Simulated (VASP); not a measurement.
# Ir (I4/mmm) in VASP: a series of runs

The runs below take Ir through single point, with r2SCAN.

Everything below comes from runs of VASP 6.6.1. Logs are shortened: lines on timing, memory, paths and dates and some standing lists are left out, and cuts for length are marked.

### Step 1. The cell of the first run

Symmetry: I4/mmm, No. 139, tetragonal system. The conventional cell has a = 2.671 Å, b = 2.671 Å, c = 3.966 Å, α = 90.00°, β = 90.00°, γ = 90.00°. Ir (site symmetry 4/mmm) has 12 Ir at 2.67 to 2.74 Å within 3.5 Å.

### Step 2. Single point, r2SCAN

Contents of POSCAR:

```
Ir
1.0
    0.0000000000      1.8887316814      1.9831682655
    1.8887316814      0.0000000000      1.9831682655
    1.8887316814      1.8887316814      0.0000000000
Ir
1
Direct
    0.0000000000      0.0000000000      0.0000000000
```

Contents of INCAR.step1:

```
PREC = Accurate
ENCUT = 550
ISMEAR = 0
SIGMA = 0.15
LREAL = False
LASPH = True
NELM = 120
NBANDS = 14
GGA = PE
ALGO = Normal
EDIFF = 1E-5
LWAVE = True
LCHARG = False
GGA_COMPAT = False
```

Contents of INCAR.step2:

```
PREC = Accurate
ENCUT = 550
EDIFF = 1E-6
ISMEAR = 0
SIGMA = 0.15
LREAL = False
LASPH = True
NELM = 120
ALGO = Normal
ISIF = 2
LWAVE = False
LCHARG = True
METAGGA = R2SCAN
LMIXTAU = True
LELF = True
LVHAR = True
NBANDS = 14
ISTART = 1
GGA_COMPAT = False
```

Contents of KPOINTS:

```
Automatic mesh
0
Gamma
  24 24 24
```

Potentials or basis: VASP PAW PBE potentials, release 64 (Ir_sv_GW).

Launch:

```
> cat potpaw_PBE.64/Ir_sv_GW/POTCAR > POTCAR
> cp INCAR.step1 INCAR
> mpirun -np 1 vasp_std > vasp.out
> cp INCAR.step2 INCAR
> mpirun -np 1 vasp_std > vasp.out
```

OUTCAR:

```text
PREC = Accurate
   ENCUT = 550
   EDIFF = 1E-6
   ISMEAR = 0
   LREAL = False
   LASPH = True
   NELM = 120
   ISIF = 2
   METAGGA = R2SCAN
   ISTART = 1

 ion  position               nearest neighbor table
   1  0.000  0.000  0.000-

  LATTYP: Found a body centered tetragonal cell.
 ALAT       =     2.6710699595
 C/A-ratio  =     1.4849242405

  Lattice vectors:

 A1 = (  -1.8887316814,   0.0000000000,   1.9831682655)
 A2 = (   1.8887316814,   0.0000000000,   1.9831682655)
 A3 = (   0.0000000000,   1.8887316814,  -1.9831682655)

Analysis of symmetry for initial positions (statically):
=====================================================================
 Subroutine PRICEL returns:
 Original cell was already a primitive cell.

 Routine SETGRP: Setting up the symmetry group for a
 body centered tetragonal supercell.

 Subroutine GETGRP returns: Found 16 space group operations
 (whereof 16 operations were pure point group operations)
 out of a pool of 16 trial point group operations.

The static configuration has the point symmetry D_4h.

Analysis of symmetry for dynamics (positions and initial velocities):
=====================================================================
 Subroutine PRICEL returns:
 Original cell was already a primitive cell.

 Routine SETGRP: Setting up the symmetry group for a
 body centered tetragonal supercell.

 Subroutine GETGRP returns: Found 16 space group operations
 (whereof 16 operations were pure point group operations)
 out of a pool of 16 trial point group operations.

The dynamic configuration has the point symmetry D_4h.

 Subroutine INISYM returns: Found 16 space group operations
 (whereof 16 operations are pure point group operations),
 and found     1 'primitive' translations

----------------------------------------------------------------------------------------

                                     Primitive cell

  volume of cell :      14.1491

  direct lattice vectors                    reciprocal lattice vectors
     0.000000000  1.888731681  1.983168266    -0.264727915  0.264727915  0.252121824
     1.888731681  0.000000000  1.983168266     0.264727915 -0.264727915  0.252121824
     1.888731681  1.888731681  0.000000000     0.264727915  0.264727915 -0.252121824

  length of vectors
     2.738660938  2.738660938  2.671069960     0.451361443  0.451361443  0.451361443

  position of ions in fractional coordinates (direct lattice)
     0.000000000  0.000000000  0.000000000

  ion indices of the primitive-cell ions
   primitive index   ion index
                 1           1

----------------------------------------------------------------------------------------

 KPOINTS: Automatic mesh

Automatic generation of k-mesh.
 Grid dimensions read from file:
 generate k-points for:   24   24   24

 Generating k-lattice:

  Cartesian coordinates                     Fractional coordinates (reciprocal lattice)
    -0.011030330  0.011030330  0.010505076     0.041666667  0.000000000  0.000000000
     0.011030330 -0.011030330  0.010505076     0.000000000  0.041666667  0.000000000
     0.011030330  0.011030330 -0.010505076    -0.000000000 -0.000000000  0.041666667

  Length of vectors
     0.018806727  0.018806727  0.018806727

  Shift w.r.t. Gamma in fractional coordinates (k-lattice)
     0.000000000  0.000000000  0.000000000

 Subroutine IBZKPT returns following result:
 ===========================================

 Found   1063 irreducible k-points:

 Following reciprocal coordinates:
            Coordinates               Weight
  0.000000  0.000000  0.000000      1.000000
  0.041667 -0.000000  0.000000      8.000000
  0.083333  0.000000  0.000000      8.000000
  0.125000  0.000000  0.000000      8.000000
  0.166667 -0.000000  0.000000      8.000000
  0.208333 -0.000000  0.000000      8.000000
[... 16 lines left out ...]
  0.416667  0.041667  0.000000      8.000000
  0.458333  0.041667  0.000000      8.000000
 [... further k-points ...]
   k-points           NKPTS =   1063   k-points in BZ     NKDIM =   1063   number of bands    NBANDS=     14
   number of dos      NEDOS =    301   number of ions     NIONS =      1
   total plane-waves  NPLWV =  11520
   dimension x,y,z NGX =    24 NGY =   24 NGZ =   20
   dimension x,y,z NGXF=    48 NGYF=   48 NGZF=   40
   ions per type =               1
   NGX,Y,Z   is equivalent  to a cutoff of  14.57, 14.57, 12.45 a.u.
   NGXF,Y,Z  is equivalent  to a cutoff of  29.14, 29.14, 24.90 a.u.
 SYSTEM =  unknown system
   PREC   = accura    normal or accurate (medium, high low for compatibility)
   ISTART =      1    job   : 0-new  1-cont  2-samecut
   ICHARG =      0    charge: 1-file 2-atom 10-const
   ISPIN  =      1    spin polarized calculation?
   LNONCOLLINEAR =      F non collinear calculations
   LSORBIT =      F    spin-orbit coupling
   LASPH  =      T    aspherical Exc in radial PAW
   ENCUT  =  550.0 eV  40.42 Ry    6.36 a.u.   5.24  5.24  5.11*2*pi/ulx,y,z
   NELM   =    120;   NELMIN=  2; NELMDL=  0     # of ELM steps
   EDIFF  = 0.1E-05   stopping-criterion for ELM
   LREAL  =      F    real-space projection
   EDIFFG = 0.1E-04   stopping-criterion for IOM
   NSW    =      0    number of steps for IOM
   IBRION =     -1    ionic relax: 0-MD 1-quasi-New 2-CG
   NFREE  =      0    steps in history (QN), initial steepest desc. (CG)
   ISIF   =      2    stress and relaxation
   ISYM   =      2    0-nonsym 1-usesym 2-fastsym
   POTIM  = 0.5000    time-step for ionic-motion
   TEBEG  =    0.0;   TEEND  =   0.0 temperature during run
   PSTRESS=    0.0 pullay stress
   NELECT =      17.0000    total number of electrons
   NUPDOWN=      -1.0000    fix difference up-down
   EMIN   =  10.00;   EMAX   =-10.00  energy-range for DOS
   EFERMI =   0.00;   METHOD = LEGACY
   ISMEAR =     0;   SIGMA  =   0.15  broadening in eV -4-tet -1-fermi 0-gaus
   EFERMI_NEDOS =   21; number of points for ismear=-14 and -15
   IALGO  =     38    algorithm
   IMIX   =      4    mixing-type and parameters
     AMIX     =   0.40;   BMIX     =  1.00
     AMIX_MAG =   1.60;   BMIX_MAG =  1.00
  volume/ion in A,a.u.               =      14.15        95.48
  Fermi-wavevector in a.u.,A,eV,Ry     =   1.740395  3.288869 41.211694  3.028974
  Thomas-Fermi vector in A             =   2.813052
   LORBIT       =      0    0 simple, 1 ext, 2 COOP (PROOUT), +10 PAW based schemes
   METAGGA = R2SCAN    functional components
   LHFCALC =     F    Hartree Fock is set to
   AEXX    =    0.0000 exact exchange contribution
   IVDW    =     0    specifies the selected vdW correction
   LEPSILON=     F    determine dielectric tensor
   LRPA    =     F    only Hartree local field effects (RPA)
 non-spin polarized calculation
 Gauss-broadening in eV      SIGMA  =   0.15
  energy-cutoff  :      550.00
  volume of cell :       14.15
 maximum number of plane-waves:       428
 NGX is ok and might be reduce to    24
   NGX = 11   NGY = 11   NGZ = 11

 number of electron      17.0000000 magnetization

 Free energy of the ion-electron system (eV)
  ---------------------------------------------------
  ext. energy  EPLUGINS =         0.00000000
  ---------------------------------------------------
  free energy    TOTEN  =       -52.88022758 eV

  energy without entropy =      -52.86965482  energy(sigma->0) =      -52.87494120

 E-fermi :  12.6549     XC(G=0): -15.8968

 val. band max:       12.6506555806   @ k =   0.4167   0.0833   0.0417
 cond. band min:      12.6572562199   @ k =  -0.3750   0.0833   0.0000
 fundamental gap:      0.0066006392
 Fermi energy:        12.6548638801

 k-point     1 :       0.0000    0.0000    0.0000
  band No.  band energies     occupation
      1     -82.3752      2.00000
      2     -38.2134      2.00000
      3     -38.1643      2.00000
      4     -38.1643      2.00000
      5       1.1656      2.00000
      6       8.2254      2.00000
      7       8.9124      2.00000
      8       8.9124      2.00000
      9      10.9088      2.00000
     10      11.8069      2.00000
     11      26.9706      0.00000
     12      31.7184      0.00000
     13      33.2587      0.00000
     14      33.2587      0.00000

 k-point     2 :       0.0417   -0.0000    0.0000
  band No.  band energies     occupation
      1     -82.3740      2.00000
      2     -38.2205      2.00000
      3     -38.1751      2.00000
      4     -38.1660      2.00000
      5       1.2473      2.00000
      6       8.2394      2.00000
      7       8.8878      2.00000
      8       8.9476      2.00000
      9      10.8926      2.00000
     10      11.7764      2.00000
     11      27.1126      0.00000
     12      31.6996      0.00000
     13      33.0199      0.00000
     14      33.3977      0.00000

 k-point     3 :       0.0833    0.0000    0.0000
  band No.  band energies     occupation
      1     -82.3701      2.00000
      2     -38.2495      2.00000
      3     -38.1974      2.00000
      4     -38.1701      2.00000
      5       1.4876      2.00000
      6       8.2560      2.00000
      7       8.8411      2.00000
      8       9.0472      2.00000
      9      10.8565      2.00000
     10      11.6948      2.00000
     11      27.5191      0.00000
     12      31.2916      0.00000
     13      32.9066      0.00000
     14      33.8078      0.00000
[... 324 lines left out ...]
 k-point    23 :       0.4167    0.0417    0.0000
  band No.  band energies     occupation
      1     -82.3075      2.00000
      2     -38.9476      2.00000
      3     -38.3374      2.00000
      4     -38.2527      2.00000
      5       4.3411      2.00000
      6       8.2205      2.00000
      7       9.0744      2.00000
      8      10.3707      2.00000
      9      13.1870      0.00000
     10      13.2575      0.00000
     11      22.2568      0.00000
     12      27.3156      0.00000
     13      33.7283      0.00000
     14      33.7997      0.00000

 k-point    24 :       0.4583    0.0417    0.0000
  band No.  band energies     occupation
      1     -82.3029      2.00000
      2     -38.9980      2.00000
      3     -38.3490      2.00000
      4     -38.2557      2.00000
      5       4.3426      2.00000
      6       8.1473      2.00000
      7       8.9770      2.00000
      8      11.1606      2.00000
      9      13.3854      0.00000
     10      13.7575      0.00000
     11      21.0759      0.00000
     12      26.9329      0.00000
     13      32.8855      0.00000
     14      33.2155      0.00000

 [... further k-points ...]
[... 5 lines left out ...]
  --------------------------------------------------------------------------------------
  -------------------------------------------------------------------------------------
  Total        0.5720950      0.5720950     -1.1616386      0.0000000      0.0000000      0.0000000
  in kB       64.7811507     64.7811507   -131.5380936      0.0000000      0.0000000      0.0000000
  external PRESSURE =      -0.6585974 kB  Pullay stress =       0.0000000 kB

 VOLUME and BASIS-vectors are now :
 -----------------------------------------------------------------------------
  energy-cutoff  :      550.00
  volume of cell :       14.15
      direct lattice vectors                 reciprocal lattice vectors
     0.000000000  1.888731681  1.983168266    -0.264727915  0.264727915  0.252121824
     1.888731681  0.000000000  1.983168266     0.264727915 -0.264727915  0.252121824
     1.888731681  1.888731681  0.000000000     0.264727915  0.264727915 -0.252121824

 POSITION                                       TOTAL-FORCE (eV/Angst)
 -----------------------------------------------------------------------------------
      0.00000      0.00000      0.00000         0.000000      0.000000      0.000000
 -----------------------------------------------------------------------------------
    total drift:                               -0.000000      0.000000     -0.000000

  FREE ENERGIE OF THE ION-ELECTRON SYSTEM (eV)
  ---------------------------------------------------
  free  energy   TOTEN  =       -52.8802275813 eV

  energy  without entropy=      -52.8696548216  energy(sigma->0) =      -52.87494120
```

Run time: 6.1 min. Hardware: 1 thread of Intel Xeon Platinum 8488C (Sapphire Rapids), shared host; peak memory 0.35 GiB.

Results:

- Free energy: -52.8802 eV
- Pressure: -0.1 GPa
- Band gap on the k mesh: zero (an odd number of electrons rules out a gap without spin polarisation)

Caveat: the PAW data sets were made with another functional, which shifts forces and pressure a little; spin-orbit coupling is left out, which moves the levels of the heavy elements.

### Step 3. Single point, r2SCAN

Contents of POSCAR:

```
Ir
1.0
    0.0000000000      1.9460005285      1.8681605073
    1.9460005285      0.0000000000      1.8681605073
    1.9460005285      1.9460005285      0.0000000000
Ir
1
Direct
    0.0000000000      0.0000000000      0.0000000000
```

Contents of INCAR.step1:

```
SYSTEM = Ir
ALGO = Normal
EDIFF = 1E-5
ENCUT = 550
GGA = PE
GGA_COMPAT = .False.
ISMEAR = 0
LASPH = .True.
LCHARG = .False.
LREAL = .False.
LWAVE = .True.
NBANDS = 14
NELM = 120
PREC = Accurate
SIGMA = 0.15
```

Contents of INCAR.step2:

```
SYSTEM = Ir
ALGO = Normal
EDIFF = 1E-6
ENCUT = 550
GGA_COMPAT = .False.
ISIF = 2
ISMEAR = 0
ISTART = 1
LASPH = .True.
LCHARG = .False.
LMIXTAU = .True.
LREAL = .False.
LWAVE = .False.
METAGGA = R2SCAN
NBANDS = 14
NELM = 120
PREC = Accurate
SIGMA = 0.15
```

Contents of KPOINTS:

```
k-points
0
Gamma
  24 24 24
  0 0 0
```

Potentials or basis: VASP PAW PBE potentials, release 64 (Ir_sv_GW).

Launch:

```
> cat potpaw_PBE.64/Ir_sv_GW/POTCAR > POTCAR
> cp INCAR.step1 INCAR
> mpirun -np 1 vasp_std > vasp.out
> cp INCAR.step2 INCAR
> mpirun -np 1 vasp_std > vasp.out
```

It took 11 min on 1 thread of AMD EPYC 9R45 (Zen 5), shared host; peak memory 0.32 GiB.

Results (log left out):

* Free energy: -52.8893 eV
* Pressure: -0.4 GPa
* Band gap on the k mesh: zero (an odd number of electrons rules out a gap without spin polarisation)

Stress tensor (GPa, compression positive):
```
-5.54  0.00  0.00
 0.00 -5.54  0.00
 0.00  0.00  9.98
```

Levels at points of the mesh, in eV from the Fermi level:
| k point | band 4 | band 5 | band 6 | band 7 | band 8 | band 9 | band 10 | band 11 | band 12 | band 13 |
| --- | --- | --- | --- | --- | --- | --- | --- | --- | --- | --- |
| (0.00, 0.00, 0.00) | -50.81 | -11.49 | -4.16 | -4.16 | -3.62 | -1.65 | -0.94 | 14.30 | 19.63 | 19.63 |
| (0.50, 0.00, 0.00) | -50.92 | -8.39 | -4.43 | -3.84 | -0.68 | 0.78 | 1.11 | 7.73 | 14.00 | 19.71 |
| (0.50, 0.50, 0.00) | -51.21 | -8.15 | -7.64 | 0.83 | 1.61 | 1.61 | 2.38 | 11.57 | 11.57 | 11.92 |
| (0.50, 0.00, 0.50) | -51.11 | -8.20 | -7.57 | 0.84 | 1.30 | 1.47 | 1.82 | 10.76 | 12.08 | 12.59 |

Caveat: the PAW data sets were made with another functional, which shifts forces and pressure a little; spin-orbit coupling is left out, which moves the levels of the heavy elements.
